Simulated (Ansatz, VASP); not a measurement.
**NiO in VASP and in Ansatz**

```
Ni O
1.0
     0.00000    2.02703    2.13371
     2.02703    0.00000    2.13371
     2.02703    2.02703    0.00000
Ni O
1 1
Direct
  0.00000 0.00000 0.00000
  0.50000 0.50000 0.50000
```

Change from the starting cell: strain -0.0500 x Voigt [1, 1, 0, 0, 0, 0], atoms carried along.

Alike in both runs: task single point; functional PBE; k mesh 12 × 12 × 12; occupations gaussian, width 0.05 eV; collinear spin; Hubbard terms Ni d U = 6.2 eV.

|  | VASP | Ansatz |
| --- | --- | --- |
| version | VASP 6.6.1 | Ansatz 0.2.0 |
| potentials or method | VASP PAW PBE potentials, release 64 (Ni, O), cutoff 520 eV | scalar-relativistic, plane waves, PAW |
| valence electrons in the cell | 16 | 24 |

|  | VASP | Ansatz | Ansatz less VASP |
| --- | --- | --- | --- |
| gap on the k mesh at the Fermi level (eV) | 2.10 | 1.71 | -0.394 |
| least direct gap on the mesh (eV) | 2.87 | 2.59 | -0.283 |
| pressure (GPa) | 11.8 | 24.6 | +12.86 |
| traceless stress, the component that is largest in VASP (GPa) | -9.20 | -11.80 | -2.603 |
| net moment per atom (μB) | 1.00 | 1.00 | 0.000 |
| size of the moment on the site where the two differ most (μB) | 1.82 | 1.70 | -0.119 |

Site moments also hang on the region over which each program counts them. The programs project onto different local orbitals, so the same U acts differently, and such runs can settle in different states. VASP's potentials hold 16 valence electrons a cell and Ansatz's 24, so a difference there can come from the potentials and not from the codes.
